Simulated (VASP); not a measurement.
# CaGa2O2 in VASP: further runs

Runs on CaGa2O2. Level: PBE. Tasks: single point, relaxation of cell and atoms.

Everything below comes from runs of VASP 6.6.1. Logs are shortened: lines on timing, memory, paths and dates and some standing lists are left out, and cuts for length are marked.

## 1. The cell of the first run

The typed cell holds 5 atoms: a = 5.358 Å, b = 5.358 Å, c = 3.510 Å, α = 89.96°, β = 89.96°, γ = 98.15°.

## 2. Single point, PBE

The input, INCAR:

```
SYSTEM = CaGa2O2
ALGO     = Normal         ! electronic algorithm
EDIFF    = 1E-6           ! SCF threshold, eV
ENCUT    = 520            ! plane-wave cutoff, eV
GGA      = PE             ! functional
ISIF     = 2              ! what is computed and relaxed
ISMEAR   = 0              ! smearing method
LASPH    = .True.         ! aspherical terms in the spheres
LCHARG   = .False.        ! write CHGCAR
LREAL    = .False.        ! projectors in reciprocal space
LWAVE    = .False.        ! write WAVECAR
NBANDS   = 32             ! bands
NELM     = 100            ! most SCF steps
PREC     = Accurate       ! precision mode
SIGMA    = 0.1            ! smearing width, eV
```

The input, KPOINTS:

```
k-points
0
Gamma
  4 4 4
  0 0 0
```

The input, POSCAR:

```
CaGa2O2
1.0
    3.5096759663     -4.0481003041      0.0016768476
    3.5096759663      4.0481003041      0.0016768476
    0.0023714206      0.0000000000      3.5104650903
Ca Ga O
1 2 2
Direct
    0.5000000000      0.5000000000      0.5000000000
    0.5000000000      0.0000000000      0.0000000000
    0.0000000000      0.5000000000      0.0000000000
    0.7163498419      0.7163498419      0.9995895519
    0.2836501581      0.2836501581      0.0004104481
```

Potentials or basis: VASP PAW PBE potentials, release 64 (Ca_sv, Ga_d, O).

Started as:

```console
$ cat potpaw_PBE.64/Ca_sv/POTCAR potpaw_PBE.64/Ga_d/POTCAR potpaw_PBE.64/O/POTCAR > POTCAR
$ mpirun -np 1 vasp_std > vasp.out
```

OUTCAR:

```text
SYSTEM = CaGa2O2
   EDIFF = 1E-6
   ENCUT = 520
   GGA = PE
   ISIF = 2
   ISMEAR = 0
   LASPH = .True.
   LREAL = .False.
   NELM = 100
   PREC = Accurate

 ion  position               nearest neighbor table
   1  0.500  0.500  0.500-   5 2.32   4 2.32   5 2.32   4 2.32
   2  0.500  0.000  0.000-   4 2.04   5 2.04
   3  0.000  0.500  0.000-   4 2.04   5 2.04
   4  0.716  0.716  1.000-   2 2.04   3 2.04   1 2.32   1 2.32
   5  0.284  0.284  0.000-   2 2.04   3 2.04   1 2.32   1 2.32

  LATTYP: Found a base centered monoclinic cell.
 ALAT       =     7.0193527338
 B/A-ratio  =     1.1534112781
 C/A-ratio  =     0.5001124782
 COS(beta)  =    -0.0011533070

  Lattice vectors:

 A1 = (  -3.5096759663,   4.0481003041,  -0.0016768476)
 A2 = (  -3.5096759663,  -4.0481003041,  -0.0016768476)
 A3 = (   0.0023714206,   0.0000000000,   3.5104650903)

Analysis of symmetry for initial positions (statically):
=====================================================================
 Subroutine PRICEL returns:
 Original cell was already a primitive cell.

 Routine SETGRP: Setting up the symmetry group for a
 base centered monoclinic supercell.

 Subroutine GETGRP returns: Found  4 space group operations
 (whereof  4 operations were pure point group operations)
 out of a pool of  4 trial point group operations.

The static configuration has the point symmetry C_2h.

Analysis of symmetry for dynamics (positions and initial velocities):
=====================================================================
 Subroutine PRICEL returns:
 Original cell was already a primitive cell.

 Routine SETGRP: Setting up the symmetry group for a
 base centered monoclinic supercell.

 Subroutine GETGRP returns: Found  4 space group operations
 (whereof  4 operations were pure point group operations)
 out of a pool of  4 trial point group operations.

The dynamic configuration has the point symmetry C_2h.

 Subroutine INISYM returns: Found  4 space group operations
 (whereof  4 operations are pure point group operations),
 and found     1 'primitive' translations

----------------------------------------------------------------------------------------

                                     Primitive cell

  volume of cell :      99.7500

  direct lattice vectors                    reciprocal lattice vectors
     3.509675966 -4.048100304  0.001676848     0.142463340 -0.123514726 -0.000096238
     3.509675966  4.048100304  0.001676848     0.142463340  0.123514726 -0.000096238
     0.002371421  0.000000000  3.510465090    -0.000136101  0.000000000  0.284862631

  length of vectors
     5.357699532  5.357699532  3.510465891     0.188551585  0.188551585  0.284862664

  position of ions in fractional coordinates (direct lattice)
     0.500000000  0.500000000  0.500000000
     0.500000000  0.000000000  0.000000000
     0.000000000  0.500000000  0.000000000
     0.716349842  0.716349842  0.999589552
     0.283650158  0.283650158  0.000410448

  ion indices of the primitive-cell ions
   primitive index   ion index
                 1           1
                 2           2
                 3           3
                 4           4
                 5           5

----------------------------------------------------------------------------------------

 KPOINTS: k-points

Automatic generation of k-mesh.
 Grid dimensions read from file:
 generate k-points for:    4    4    4

 Generating k-lattice:

  Cartesian coordinates                     Fractional coordinates (reciprocal lattice)
     0.035615835 -0.030878682 -0.000024060     0.250000000  0.000000000  0.000000000
     0.035615835  0.030878682 -0.000024060     0.000000000  0.250000000  0.000000000
    -0.000034025  0.000000000  0.071215658     0.000000000  0.000000000  0.250000000

  Length of vectors
     0.047137896  0.047137896  0.071215666

  Shift w.r.t. Gamma in fractional coordinates (k-lattice)
     0.000000000  0.000000000  0.000000000

 Subroutine IBZKPT returns following result:
 ===========================================

 Found     24 irreducible k-points:

 Following reciprocal coordinates:
            Coordinates               Weight
  0.000000  0.000000  0.000000      1.000000
  0.250000 -0.000000 -0.000000      4.000000
  0.500000 -0.000000 -0.000000      2.000000
  0.250000  0.250000  0.000000      2.000000
  0.500000  0.250000 -0.000000      4.000000
 -0.250000  0.250000  0.000000      2.000000
[... 16 lines left out ...]
 -0.250000  0.250000  0.500000      2.000000
  0.500000  0.500000  0.500000      1.000000
   k-points           NKPTS =     24   k-points in BZ     NKDIM =     24   number of bands    NBANDS=     32
   number of dos      NEDOS =    301   number of ions     NIONS =      5
   total plane-waves  NPLWV =  44800
   dimension x,y,z NGX =    40 NGY =   40 NGZ =   28
   dimension x,y,z NGXF=    80 NGYF=   80 NGZF=   56
   ions per type =               1   2   2
   NGX,Y,Z   is equivalent  to a cutoff of  12.41, 12.41, 13.26 a.u.
   NGXF,Y,Z  is equivalent  to a cutoff of  24.82, 24.82, 26.52 a.u.
 SYSTEM =  CaGa2O2
   PREC   = accura    normal or accurate (medium, high low for compatibility)
   ISTART =      0    job   : 0-new  1-cont  2-samecut
   ICHARG =      2    charge: 1-file 2-atom 10-const
   ISPIN  =      1    spin polarized calculation?
   LNONCOLLINEAR =      F non collinear calculations
   LSORBIT =      F    spin-orbit coupling
   LASPH  =      T    aspherical Exc in radial PAW
   ENCUT  =  520.0 eV  38.22 Ry    6.18 a.u.   9.96  9.96  6.53*2*pi/ulx,y,z
   NELM   =    100;   NELMIN=  2; NELMDL= -5     # of ELM steps
   EDIFF  = 0.1E-05   stopping-criterion for ELM
   LREAL  =      F    real-space projection
   EDIFFG = 0.1E-04   stopping-criterion for IOM
   NSW    =      0    number of steps for IOM
   IBRION =     -1    ionic relax: 0-MD 1-quasi-New 2-CG
   NFREE  =      0    steps in history (QN), initial steepest desc. (CG)
   ISIF   =      2    stress and relaxation
   ISYM   =      2    0-nonsym 1-usesym 2-fastsym
   POTIM  = 0.5000    time-step for ionic-motion
   TEBEG  =    0.0;   TEEND  =   0.0 temperature during run
   PSTRESS=    0.0 pullay stress
   NELECT =      48.0000    total number of electrons
   NUPDOWN=      -1.0000    fix difference up-down
   EMIN   =  10.00;   EMAX   =-10.00  energy-range for DOS
   EFERMI =   0.00;   METHOD = LEGACY
   ISMEAR =     0;   SIGMA  =   0.10  broadening in eV -4-tet -1-fermi 0-gaus
   EFERMI_NEDOS =   21; number of points for ismear=-14 and -15
   IALGO  =     38    algorithm
   IMIX   =      4    mixing-type and parameters
     AMIX     =   0.40;   BMIX     =  1.00
     AMIX_MAG =   1.60;   BMIX_MAG =  1.00
  volume/ion in A,a.u.               =      19.95       134.63
  Fermi-wavevector in a.u.,A,eV,Ry     =   1.282875  2.424282 22.392033  1.645768
  Thomas-Fermi vector in A             =   2.415161
   LORBIT       =      0    0 simple, 1 ext, 2 COOP (PROOUT), +10 PAW based schemes
   GGA     = PE    functional components
   LHFCALC =     F    Hartree Fock is set to
   AEXX    =    0.0000 exact exchange contribution
   IVDW    =     0    specifies the selected vdW correction
   LEPSILON=     F    determine dielectric tensor
   LRPA    =     F    only Hartree local field effects (RPA)
 non-spin polarized calculation
 Gauss-broadening in eV      SIGMA  =   0.10
  energy-cutoff  :      520.00
  volume of cell :       99.75
 maximum number of plane-waves:      2703
   NGX = 19   NGY = 19   NGZ = 13

 number of electron      47.9999993 magnetization

 Free energy of the ion-electron system (eV)
  ---------------------------------------------------
  ext. energy  EPLUGINS =         0.00000000
  ---------------------------------------------------
  free energy    TOTEN  =       -23.37825351 eV

  energy without entropy =      -23.36463469  energy(sigma->0) =      -23.37144410

 E-fermi :   2.2347     XC(G=0):  -9.0613

 val. band max:        2.2323767282   @ k =   0.5000  -0.0000   0.5000
 cond. band min:       2.2507353312   @ k =   0.0000   0.0000   0.5000
 fundamental gap:      0.0183586030
 Fermi energy:         2.2347020025

 k-point     1 :       0.0000    0.0000    0.0000
  band No.  band energies     occupation
      1     -37.4482      2.00000
      2     -18.7940      2.00000
      3     -18.7050      2.00000
      4     -18.3481      2.00000
      5     -16.0678      2.00000
      6     -15.0239      2.00000
[... 24 lines left out ...]
     31       8.3585      0.00000
     32       8.5384      0.00000

 k-point     2 :       0.2500   -0.0000   -0.0000
  band No.  band energies     occupation
      1     -37.4482      2.00000
      2     -18.8033      2.00000
      3     -18.7071      2.00000
      4     -18.3484      2.00000
      5     -15.9830      2.00000
      6     -15.1286      2.00000
[... 24 lines left out ...]
     31       8.4286      0.00000
     32       9.0473      0.00000

 k-point     3 :       0.5000   -0.0000   -0.0000
  band No.  band energies     occupation
      1     -37.4481      2.00000
      2     -18.8127      2.00000
      3     -18.7089      2.00000
      4     -18.3487      2.00000
      5     -15.8742      2.00000
      6     -15.2559      2.00000
[... 24 lines left out ...]
     31       8.2925      0.00000
     32       8.4166      0.00000

 k-point     4 :       0.2500    0.2500    0.0000
  band No.  band energies     occupation
      1     -37.4481      2.00000
      2     -18.8125      2.00000
      3     -18.7094      2.00000
      4     -18.3487      2.00000
      5     -15.9151      2.00000
      6     -15.1809      2.00000
[... 24 lines left out ...]
     31       8.6509      0.00000
     32       8.8816      0.00000

 k-point     5 :       0.5000    0.2500   -0.0000
  band No.  band energies     occupation
      1     -37.4481      2.00000
      2     -18.8206      2.00000
      3     -18.7115      2.00000
      4     -18.3490      2.00000
      5     -15.7934      2.00000
      6     -15.3214      2.00000
[... 584 lines left out ...]
     31       8.4330      0.00000
     32       8.5572      0.00000

 k-point    22 :       0.5000    0.2500    0.5000
  band No.  band energies     occupation
      1     -37.4212      2.00000
      2     -19.0393      2.00000
      3     -18.6726      2.00000
      4     -18.4611      2.00000
      5     -15.8435      2.00000
      6     -15.0457      2.00000
[... 24 lines left out ...]
     31       8.3446      0.00000
     32       8.5585      0.00000

 k-point    23 :      -0.2500    0.2500    0.5000
  band No.  band energies     occupation
      1     -37.4212      2.00000
      2     -19.0483      2.00000
      3     -18.6723      2.00000
      4     -18.4610      2.00000
      5     -15.7362      2.00000
      6     -15.1711      2.00000
[... 24 lines left out ...]
     31       8.4461      0.00000
     32       9.1848      0.00000

 k-point    24 :       0.5000    0.5000    0.5000
  band No.  band energies     occupation
      1     -37.4212      2.00000
      2     -19.0308      2.00000
      3     -18.6728      2.00000
      4     -18.4611      2.00000
      5     -15.9195      2.00000
      6     -14.9505      2.00000
[... 24 lines left out ...]
     31       8.0816      0.00000
     32       8.3545      0.00000

------------------------ aborting loop because EDIFF is reached ----------------------------------------

  FORCE on cell =-STRESS in cart. coord.  units (eV):
  Direction    XX          YY          ZZ          XY          YZ          ZX
  --------------------------------------------------------------------------------------
  -------------------------------------------------------------------------------------
  Total        0.0991757      0.2135329      0.1214241      0.0000000      0.0000000     -0.0119593
  in kB        1.5929533      3.4297515      1.9503049      0.0000000      0.0000000     -0.1920890
  external PRESSURE =       2.3243366 kB  Pullay stress =       0.0000000 kB

 VOLUME and BASIS-vectors are now :
 -----------------------------------------------------------------------------
  energy-cutoff  :      520.00
  volume of cell :       99.75
      direct lattice vectors                 reciprocal lattice vectors
     3.509675966 -4.048100304  0.001676848     0.142463340 -0.123514726 -0.000096238
     3.509675966  4.048100304  0.001676848     0.142463340  0.123514726 -0.000096238
     0.002371421  0.000000000  3.510465090    -0.000136101  0.000000000  0.284862631

 POSITION                                       TOTAL-FORCE (eV/Angst)
 -----------------------------------------------------------------------------------
      3.51086      0.00000      1.75691         0.000000      0.000000      0.000000
      1.75484     -2.02405      0.00084         0.000000     -0.000000     -0.000000
      1.75484      2.02405      0.00084         0.000000     -0.000000      0.000000
      5.03068      0.00000      3.51143         0.007770     -0.000000      0.000612
      1.99104      0.00000      0.00239        -0.007770     -0.000000     -0.000612
 -----------------------------------------------------------------------------------
    total drift:                                0.000000      0.000000     -0.000000

  FREE ENERGIE OF THE ION-ELECTRON SYSTEM (eV)
  ---------------------------------------------------
  free  energy   TOTEN  =       -23.3782535142 eV

  energy  without entropy=      -23.3646346869  energy(sigma->0) =      -23.37144410
```

It took 71 s on 1 thread of Intel Xeon 6975P-C, shared host; peak memory 0.24 GiB.

Results:

```
Free energy            : -23.3783 eV
Pressure               : 0.2 GPa
Largest force          : 0.008 eV/Å
Band gap on the k mesh : zero (band 24 reaches 2.23 eV, above the bottom of band 25 at 2.12 eV)
```

Forces on the atoms (eV/Å):
```
Ca   0.000  0.000  0.000
Ga   0.000  0.000  0.000
Ga   0.000  0.000  0.000
O    0.008  0.000  0.001
O   -0.008  0.000 -0.001
```

Levels at points of the mesh, in eV from the Fermi level:
| k point | band 21 | band 22 | band 23 | band 24 | band 25 | band 26 | band 27 | band 28 |
| --- | --- | --- | --- | --- | --- | --- | --- | --- |
| (0.00, 0.00, 0.00) | -2.99 | -2.54 | -2.42 | -0.61 | 1.23 | 4.45 | 5.18 | 5.29 |
| (0.50, 0.00, 0.00) | -2.91 | -2.38 | -2.14 | -1.08 | 1.96 | 2.23 | 4.37 | 4.80 |
| (0.50, 0.50, 0.00) | -3.24 | -2.25 | -1.78 | -0.12 | 0.06 | 3.38 | 3.71 | 4.05 |
| (0.00, 0.00, 0.50) | -2.79 | -2.72 | -2.58 | -0.07 | 0.02 | 0.29 | 2.82 | 5.07 |
| (0.50, 0.00, 0.50) | -2.92 | -2.92 | -0.65 | -0.12 | 0.00 | 0.44 | 2.59 | 3.91 |
| (0.50, 0.50, 0.50) | -3.45 | -2.64 | -1.09 | -0.78 | 1.33 | 1.90 | 1.95 | 2.91 |

Caveat: the k points lie up to 0.45 Å⁻¹ apart.

(Part 1 of 3 ends here.)
